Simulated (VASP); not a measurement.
# Zn9Cd7O16 (P1) in VASP: a series of runs

The runs below take Zn9Cd7O16 through single point, with PBEsol, PBEsol+D3(BJ).

Program: VASP 6.6.1. These are calculated values, not measurements. Logs are shortened: lines on timing, memory, paths and dates and some standing lists are left out, and cuts for length are marked.

## Step 1: The cell of the first run

The typed cell holds 32 atoms: a = 6.689 Å, b = 11.586 Å, c = 5.406 Å, α = 90.00°, β = 90.00°, γ = 90.00°.

## Step 2: Single point, PBEsol

File INCAR:

```
  PREC = Accurate
  ENCUT = 520
  EDIFF = 1E-6
  ISMEAR = -1
  SIGMA = 0.05
  LREAL = Auto
  LASPH = True
  NELM = 80
  ALGO = Normal
  ISIF = 2
  LWAVE = False
  LCHARG = False
  GGA = PS
  NBANDS = 166
  ISYM = 0
```

File KPOINTS:

```
Automatic mesh
0
Gamma
  1 1 1
  0.25 0.25 0.25
```

File POSCAR:

```
Zn9Cd7O16
1.0
    6.6891720000      0.0000000000      0.0000000000
    0.0000000000     11.5859860000      0.0000000000
    0.0000000000      0.0000000000      5.4061930000
Cd Zn O
7 9 16
Direct
    0.2449580000      0.0797660000      0.5220440000
    0.9952480000      0.3231510000      0.4965450000
    0.2440680000      0.5769540000      0.5287020000
    0.7500260000      0.5981850000      0.4971170000
    0.4986180000      0.8327080000      0.5082200000
    0.7434630000      0.4197580000      0.0023990000
    0.7460480000      0.9061500000      0.0105220000
    0.7469480000      0.0820240000      0.5004260000
    0.5125380000      0.3321670000      0.4775300000
    0.9899050000      0.8311870000      0.4851200000
    0.0015960000      0.1758940000      0.9903250000
    0.4982720000      0.1646310000      0.0068260000
    0.2628190000      0.4133940000      0.0183360000
    0.0109380000      0.6654190000      0.0273250000
    0.5071970000      0.6644310000      0.9982200000
    0.2238570000      0.9104970000      0.9864220000
    0.0168060000      0.1638680000      0.3896810000
    0.5159480000      0.1510690000      0.3828080000
    0.2532200000      0.4165080000      0.3752870000
    0.0100560000      0.6674310000      0.3799330000
    0.7455100000      0.4063660000      0.3739370000
    0.5032640000      0.6633750000      0.3980380000
    0.2391850000      0.9333350000      0.3749420000
    0.7533640000      0.9123290000      0.4030020000
    0.2579990000      0.0836730000      0.8706680000
    0.0160830000      0.3393540000      0.8947680000
    0.7482320000      0.0904450000      0.8808690000
    0.5147060000      0.3331030000      0.8663550000
    0.2699600000      0.5850320000      0.8632970000
    0.0105110000      0.8383010000      0.8579120000
    0.7468300000      0.5808210000      0.8928660000
    0.4884830000      0.8349200000      0.8832690000
```

Potentials or basis: VASP PAW PBE potentials, release 64 (Cd, Zn, O).

The run is started by

```
$ cat potpaw_PBE.64/Cd/POTCAR potpaw_PBE.64/Zn/POTCAR potpaw_PBE.64/O/POTCAR > POTCAR
$ mpirun -np 1 vasp_std > vasp.out
```

OUTCAR:

```text
PREC = Accurate
   ENCUT = 520
   EDIFF = 1E-6
   ISMEAR = -1
   LREAL = Auto
   LASPH = True
   NELM = 80
   ISIF = 2
   GGA = PS
   ISYM = 0

 ion  position               nearest neighbor table
   1  0.245  0.080  0.522-  23 1.87  25 1.89  17 1.95  18 2.13  16 3.19  11 3.21  12 3.27   2 3.28
                             5 3.33   8 3.33  10 3.35   8 3.36  12 3.41
   2  0.995  0.323  0.497-  17 1.94  21 2.04  19 2.14  26 2.17  11 3.17  11 3.23   9 3.23   8 3.25
                             1 3.28  13 3.31   6 3.35   3 3.38   6 3.40   4 3.58
   3  0.244  0.577  0.529-  29 1.82  19 2.04  20 2.05  22 2.12  15 3.25  13 3.26  14 3.28  14 3.29
                             4 3.32  13 3.35   9 3.37   2 3.38   4 3.40  10 3.41   5 3.42
   4  0.750  0.598  0.497-  22 1.89  20 2.02  31 2.15  21 2.32  10 3.14  14 3.18   5 3.20  15 3.24
                            15 3.25   3 3.32   6 3.38   3 3.40   6 3.43   2 3.58
   5  0.499  0.833  0.508-  24 2.02  32 2.03  22 2.05  23 2.21   4 3.20   7 3.27  10 3.29  15 3.29
                             7 3.29  16 3.30   1 3.33   8 3.33  15 3.38  10 3.41   3 3.42
   6  0.743  0.420  0.002-  31 1.96  28 1.97  21 2.01  26 2.13   9 3.16  13 3.22  15 3.25  11 3.31
                             2 3.35  14 3.36  12 3.38   4 3.38   9 3.39   2 3.40   4 3.43
   7  0.746  0.906  0.011-  32 2.03  30 2.10  24 2.12  27 2.25  10 3.16  16 3.20  15 3.22   5 3.27
                             5 3.29  14 3.31   8 3.34  10 3.39
   8  0.747  0.082  0.500-  18 1.85  24 2.04  27 2.06  17 2.13   2 3.25   5 3.33   1 3.33   7 3.34
                             1 3.36
   9  0.513  0.332  0.478-  21 1.87  19 2.07  28 2.10  18 2.16   6 3.16   2 3.23   3 3.37   6 3.39

  10  0.990  0.831  0.485-  24 1.89  20 1.99  30 2.02  23 2.13   4 3.14   7 3.16   5 3.29   1 3.35
                             7 3.39   5 3.41   3 3.41
  11  0.002  0.176  0.990-  26 1.97  27 2.05  25 2.12  17 2.17   2 3.17   1 3.21   2 3.23   6 3.31

  12  0.498  0.165  0.007-  27 2.00  25 2.00  18 2.04  28 2.10   1 3.27   6 3.38   1 3.41
  13  0.263  0.413  0.018-  19 1.93  26 1.98  28 2.09  29 2.16   6 3.22   3 3.26   2 3.31   3 3.35

  14  0.011  0.665  0.027-  20 1.91  31 2.15  29 2.16  30 2.20   4 3.18   3 3.28   3 3.29   7 3.31
                             6 3.36
  15  0.507  0.664  0.998-  31 1.96  29 1.97  32 2.07  22 2.16   7 3.22   4 3.24   6 3.25   4 3.25
                             3 3.25   5 3.29   5 3.38
  16  0.224  0.910  0.986-  30 1.79  32 2.05  25 2.11  23 2.12   1 3.19   7 3.20   5 3.30
  17  0.017  0.164  0.390-   2 1.94   1 1.95   8 2.13  11 2.17
  18  0.516  0.151  0.383-   8 1.85  12 2.04   1 2.13   9 2.16
  19  0.253  0.417  0.375-  13 1.93   3 2.04   9 2.07   2 2.14
  20  0.010  0.667  0.380-  14 1.91  10 1.99   4 2.02   3 2.05
  21  0.746  0.406  0.374-   9 1.87   6 2.01   2 2.04   4 2.32
  22  0.503  0.663  0.398-   4 1.89   5 2.05   3 2.12  15 2.16
[... 8 lines left out ...]
  31  0.747  0.581  0.893-  15 1.96   6 1.96  14 2.15   4 2.15
  32  0.488  0.835  0.883-   5 2.03   7 2.03  16 2.05  15 2.07

IMPORTANT INFORMATION: All symmetrisations will be switched off!
NOSYMM: (Re-)initialisation of all symmetry stuff for point group C_1.

----------------------------------------------------------------------------------------

                                     Primitive cell

  volume of cell :     418.9835

  direct lattice vectors                    reciprocal lattice vectors
     6.689172000  0.000000000  0.000000000     0.149495334  0.000000000  0.000000000
     0.000000000 11.585986000  0.000000000     0.000000000  0.086311169  0.000000000
     0.000000000  0.000000000  5.406193000     0.000000000  0.000000000  0.184973049

  length of vectors
     6.689172000 11.585986000  5.406193000     0.149495334  0.086311169  0.184973049

  position of ions in fractional coordinates (direct lattice)
     0.244958000  0.079766000  0.522044000
     0.995248000  0.323151000  0.496545000
     0.244068000  0.576954000  0.528702000
     0.750026000  0.598185000  0.497117000
     0.498618000  0.832708000  0.508220000
     0.743463000  0.419758000  0.002399000
[... 24 lines left out ...]
     0.746830000  0.580821000  0.892866000
     0.488483000  0.834920000  0.883269000

  ion indices of the primitive-cell ions
   primitive index   ion index
                 1           1
                 2           2
                 3           3
                 4           4
                 5           5
                 6           6
[... 24 lines left out ...]
                31          31
                32          32

----------------------------------------------------------------------------------------

 KPOINTS: Automatic mesh

Automatic generation of k-mesh.
 Grid dimensions read from file:
 generate k-points for:    1    1    1

 Generating k-lattice:

  Cartesian coordinates                     Fractional coordinates (reciprocal lattice)
     0.149495334  0.000000000  0.000000000     1.000000000  0.000000000  0.000000000
     0.000000000  0.086311169  0.000000000     0.000000000  1.000000000  0.000000000
     0.000000000  0.000000000  0.184973049     0.000000000  0.000000000  1.000000000

  Length of vectors
     0.149495334  0.086311169  0.184973049

  Shift w.r.t. Gamma in fractional coordinates (k-lattice)
     0.250000000  0.250000000  0.250000000

 Subroutine IBZKPT returns following result:
 ===========================================

 Found      4 irreducible k-points:

 Following reciprocal coordinates:
            Coordinates               Weight
  0.250000  0.250000  0.250000      2.000000
 -0.250000 -0.250000  0.250000      2.000000
  0.250000 -0.250000 -0.250000      2.000000
 -0.250000  0.250000 -0.250000      2.000000
   k-points           NKPTS =      4   k-points in BZ     NKDIM =      4   number of bands    NBANDS=    166
   number of dos      NEDOS =    301   number of ions     NIONS =     32
   total plane-waves  NPLWV = 180000
   dimension x,y,z NGX =    50 NGY =   90 NGZ =   40
   dimension x,y,z NGXF=   100 NGYF=  180 NGZF=   80
   ions per type =               7   9  16
   NGX,Y,Z   is equivalent  to a cutoff of  12.43, 12.91, 12.30 a.u.
   NGXF,Y,Z  is equivalent  to a cutoff of  24.85, 25.83, 24.60 a.u.
 SYSTEM =  unknown system
   PREC   = accura    normal or accurate (medium, high low for compatibility)
   ISTART =      0    job   : 0-new  1-cont  2-samecut
   ICHARG =      2    charge: 1-file 2-atom 10-const
   ISPIN  =      1    spin polarized calculation?
   LNONCOLLINEAR =      F non collinear calculations
   LSORBIT =      F    spin-orbit coupling
   LASPH  =      T    aspherical Exc in radial PAW
   ENCUT  =  520.0 eV  38.22 Ry    6.18 a.u.  12.44 21.54 10.05*2*pi/ulx,y,z
   NELM   =     80;   NELMIN=  2; NELMDL= -5     # of ELM steps
   EDIFF  = 0.1E-05   stopping-criterion for ELM
   LREAL  =      T    real-space projection
   EDIFFG = 0.1E-04   stopping-criterion for IOM
   NSW    =      0    number of steps for IOM
   IBRION =     -1    ionic relax: 0-MD 1-quasi-New 2-CG
   NFREE  =      0    steps in history (QN), initial steepest desc. (CG)
   ISIF   =      2    stress and relaxation
   ISYM   =      0    0-nonsym 1-usesym 2-fastsym
   POTIM  = 0.5000    time-step for ionic-motion
   TEBEG  =    0.0;   TEEND  =   0.0 temperature during run
   PSTRESS=    0.0 pullay stress
   NELECT =     288.0000    total number of electrons
   NUPDOWN=      -1.0000    fix difference up-down
   EMIN   =  10.00;   EMAX   =-10.00  energy-range for DOS
   EFERMI =   0.00;   METHOD = LEGACY
   ISMEAR =    -1;   SIGMA  =   0.05  broadening in eV -4-tet -1-fermi 0-gaus
   EFERMI_NEDOS =   21; number of points for ismear=-14 and -15
   IALGO  =     38    algorithm
   IMIX   =      4    mixing-type and parameters
     AMIX     =   0.40;   BMIX     =  1.00
     AMIX_MAG =   1.60;   BMIX_MAG =  1.00
  volume/ion in A,a.u.               =      13.09        88.36
  Fermi-wavevector in a.u.,A,eV,Ry     =   1.444797  2.730270 28.401305  2.087437
  Thomas-Fermi vector in A             =   2.563051
   LORBIT       =      0    0 simple, 1 ext, 2 COOP (PROOUT), +10 PAW based schemes
   GGA     = PS    functional components
   LHFCALC =     F    Hartree Fock is set to
   AEXX    =    0.0000 exact exchange contribution
   IVDW    =     0    specifies the selected vdW correction
   LEPSILON=     F    determine dielectric tensor
   LRPA    =     F    only Hartree local field effects (RPA)
 non-spin polarized calculation
  energy-cutoff  :      520.00
  volume of cell :      418.98
 maximum number of plane-waves:     11274
 NGX is ok and might be reduce to    50
   NGX = 25   NGY = 43   NGZ = 21

 number of electron     288.0000074 magnetization

 Free energy of the ion-electron system (eV)
  ---------------------------------------------------
  ext. energy  EPLUGINS =         0.00000000
  ---------------------------------------------------
  free energy    TOTEN  =      -137.70660730 eV

  energy without entropy =     -137.70660711  energy(sigma->0) =     -137.70660720

 E-fermi :   2.0848     XC(G=0): -11.1015

 val. band max:        1.2752041600   @ k =   0.2500   0.2500   0.2500
 cond. band min:       2.9097822760   @ k =  -0.2500  -0.2500   0.2500
 fundamental gap:      1.6345781160
 Fermi energy:         2.0847931534

 k-point     1 :       0.2500    0.2500    0.2500
  band No.  band energies     occupation
      1     -17.2446      2.00000
      2     -16.8671      2.00000
      3     -16.7183      2.00000
      4     -16.6248      2.00000
      5     -16.5700      2.00000
      6     -16.5146      2.00000
[... 148 lines left out ...]
    155       7.0432      0.00000
    156       7.1716      0.00000

 k-point     2 :      -0.2500   -0.2500    0.2500
  band No.  band energies     occupation
      1     -17.2457      2.00000
      2     -16.8633      2.00000
      3     -16.7212      2.00000
      4     -16.6326      2.00000
      5     -16.5604      2.00000
      6     -16.5099      2.00000
[... 148 lines left out ...]
    155       7.0625      0.00000
    156       7.1901      0.00000

 k-point     3 :       0.2500   -0.2500   -0.2500
  band No.  band energies     occupation
      1     -17.2457      2.00000
      2     -16.8637      2.00000
      3     -16.7210      2.00000
      4     -16.6316      2.00000
      5     -16.5605      2.00000
      6     -16.5094      2.00000
[... 148 lines left out ...]
    155       7.0097      0.00000
    156       7.1541      0.00000

 k-point     4 :      -0.2500    0.2500   -0.2500
  band No.  band energies     occupation
      1     -17.2446      2.00000
      2     -16.8673      2.00000
      3     -16.7181      2.00000
      4     -16.6242      2.00000
      5     -16.5720      2.00000
      6     -16.5117      2.00000
[... 148 lines left out ...]
    155       7.0262      0.00000
    156       7.1645      0.00000
 [bands above 156 left out]

------------------------ aborting loop because EDIFF is reached ----------------------------------------

  FORCE on cell =-STRESS in cart. coord.  units (eV):
  Direction    XX          YY          ZZ          XY          YZ          ZX
  --------------------------------------------------------------------------------------
  -------------------------------------------------------------------------------------
  Total       35.0416228     30.6066644     41.1165394     -1.4715921      4.0759380      7.9653279
  in kB      133.9978666    117.0387503    157.2281227     -5.6273135     15.5862356     30.4591188
  external PRESSURE =     136.0882465 kB  Pullay stress =       0.0000000 kB

 VOLUME and BASIS-vectors are now :
 -----------------------------------------------------------------------------
  energy-cutoff  :      520.00
  volume of cell :      418.98
      direct lattice vectors                 reciprocal lattice vectors
     6.689172000  0.000000000  0.000000000     0.149495334  0.000000000  0.000000000
     0.000000000 11.585986000  0.000000000     0.000000000  0.086311169  0.000000000
     0.000000000  0.000000000  5.406193000     0.000000000  0.000000000  0.184973049

 POSITION                                       TOTAL-FORCE (eV/Angst)
 -----------------------------------------------------------------------------------
      1.63857      0.92417      2.82227         1.816731      2.503973     -1.236582
      6.65739      3.74402      2.68442         0.486508      1.948829      1.213360
      1.63261      6.68458      2.85827         0.050180     -0.329465     -5.313628
      5.01705      6.93056      2.68751         1.949282     -3.003389      1.223097
      3.33534      9.64774      2.74754        -2.081126      0.683595     -1.021492
      4.97315      4.86331      0.01297         1.397951     -1.262797     -0.111529
[... 24 lines left out ...]
      4.99567      6.72938      4.82701         1.017698      4.087540      0.148349
      3.26755      9.67337      4.77512        -1.828336     -1.320400      2.007664
 -----------------------------------------------------------------------------------
    total drift:                               -0.004679     -0.003782     -0.006987

  FREE ENERGIE OF THE ION-ELECTRON SYSTEM (eV)
  ---------------------------------------------------
  free  energy   TOTEN  =      -137.7066072982 eV

  energy  without entropy=     -137.7066071062  energy(sigma->0) =     -137.70660720
```

Wall time 14 min (1 thread of Intel Xeon 8259CL, shared host); peak memory 0.54 GiB.

Results:

```
Free energy            : -137.7066 eV
Pressure               : 13.6 GPa
Largest force          : 8.504 eV/Å
Band gap on the k mesh : 1.63 eV, indirect (least direct gap 1.65 eV)
```

Forces on the atoms (eV/Å):
```
Cd   1.817  2.504 -1.237
Cd   0.487  1.949  1.213
Cd   0.050 -0.329 -5.314
Cd   1.949 -3.003  1.223
Cd  -2.081  0.684 -1.021
Cd   1.398 -1.263 -0.112
Cd   0.531  1.579 -0.034
Zn   1.243 -0.121  0.547
Zn  -1.057 -0.903  0.848
Zn   1.365  0.550  0.301
Zn   0.025 -0.780  0.492
Zn   0.138  0.075 -0.048
Zn   0.271 -0.133 -0.772
Zn   0.112 -0.025 -1.402
Zn  -0.352  0.478  0.547
Zn   2.171  1.617  1.420
O   -3.605 -1.659 -3.203
O    0.288  2.149 -1.277
O    1.473 -1.603 -1.088
O    0.324  2.094 -1.512
O   -0.916  1.294  1.820
O   -3.013  0.834 -3.412
O   -0.961 -6.325 -3.212
O    1.663  1.484  0.088
O   -0.202  0.208  6.099
O    1.223 -0.577  0.489
O    0.603  0.374 -0.251
O   -3.332 -1.852 -1.109
O   -0.186  0.328  8.496
O   -0.614 -2.395 -0.738
O    1.018  4.088  0.148
O   -1.828 -1.320  2.008
```

Levels at points of the mesh, in eV from the valence-band top:
```csv
k point,band 140,band 141,band 142,band 143,band 144,band 145,band 146,band 147,band 148,band 149
"(0.25, 0.25, 0.25)",-0.67,-0.59,-0.51,-0.29,0.00,1.65,2.55,3.45,3.72,3.94
```

Caveat: the k points lie up to 1.16 Å⁻¹ apart; the PAW data sets were made with another functional, which shifts forces and pressure a little.

## Step 3: Single point, PBEsol+D3(BJ)

File INCAR:

```
SYSTEM = Zn9Cd7O16
ALGO     = Normal         ! electronic algorithm
EDIFF    = 1E-6           ! SCF threshold, eV
ENCUT    = 520            ! plane-wave cutoff, eV
GGA      = PS             ! functional
ISIF     = 2              ! what is computed and relaxed
ISMEAR   = -1             ! smearing method
ISYM     = 0            
IVDW     = 12             ! dispersion correction
LASPH    = .TRUE.         ! aspherical terms in the spheres
LCHARG   = .FALSE.        ! write CHGCAR
LREAL    = Auto         
LWAVE    = .FALSE.        ! write WAVECAR
NBANDS   = 166            ! bands
NELM     = 100            ! most SCF steps
PREC     = Accurate       ! precision mode
SIGMA    = 0.05           ! smearing width, eV
```

KPOINTS is that of step 2.

POSCAR is that of step 2.

Potentials or basis: VASP PAW PBE potentials, release 64 (Cd, Zn, O).

The run is started by

```
$ cat potpaw_PBE.64/Cd/POTCAR potpaw_PBE.64/Zn/POTCAR potpaw_PBE.64/O/POTCAR > POTCAR
$ mpirun -np 1 vasp_std > vasp.out
```

It took 15 min on 1 thread of Intel Xeon 8259CL, shared host; peak memory 0.52 GiB.

The run converged. Its results:

```
Free energy                : -144.1391 eV
Pressure                   : 11.1 GPa
Largest force              : 8.506 eV/Å
Band gap on the k mesh     : 1.63 eV, indirect (least direct gap 1.65 eV)
Dispersion energy per atom : -0.201 eV
```

Forces on the atoms (eV/Å):
```
Cd   1.817  2.504 -1.236
Cd   0.487  1.949  1.213
Cd   0.049 -0.327 -5.313
Cd   1.950 -3.002  1.222
Cd  -2.081  0.681 -1.022
Cd   1.396 -1.262 -0.112
Cd   0.532  1.578 -0.034
Zn   1.242 -0.121  0.546
Zn  -1.057 -0.902  0.846
Zn   1.366  0.548  0.299
Zn   0.026 -0.780  0.490
Zn   0.138  0.076 -0.049
Zn   0.272 -0.131 -0.772
Zn   0.114 -0.025 -1.401
Zn  -0.354  0.477  0.545
Zn   2.169  1.614  1.420
O   -3.606 -1.659 -3.203
O    0.288  2.149 -1.276
O    1.473 -1.602 -1.088
O    0.324  2.094 -1.511
O   -0.917  1.295  1.821
O   -3.014  0.834 -3.411
O   -0.961 -6.326 -3.212
O    1.663  1.484  0.088
O   -0.202  0.208  6.100
O    1.223 -0.576  0.490
O    0.603  0.374 -0.250
O   -3.332 -1.851 -1.108
O   -0.187  0.328  8.497
O   -0.614 -2.395 -0.736
O    1.018  4.087  0.149
O   -1.828 -1.321  2.009
```

Stress tensor (GPa, compression positive):
```
10.87 -0.56  3.05
-0.56  9.18  1.56
 3.05  1.56 13.18
```

Levels at points of the mesh, in eV from the valence-band top:
```
           k point  band 141  band 142  band 143  band 144  band 145  band 146  band 147  band 148
(0.25, 0.25, 0.25)     -0.59     -0.51     -0.29      0.00      1.65      2.55      3.45      3.72
```

Caveat: the k points lie up to 1.16 Å⁻¹ apart; three body term missing; the PAW data sets were made with another functional, which shifts forces and pressure a little.
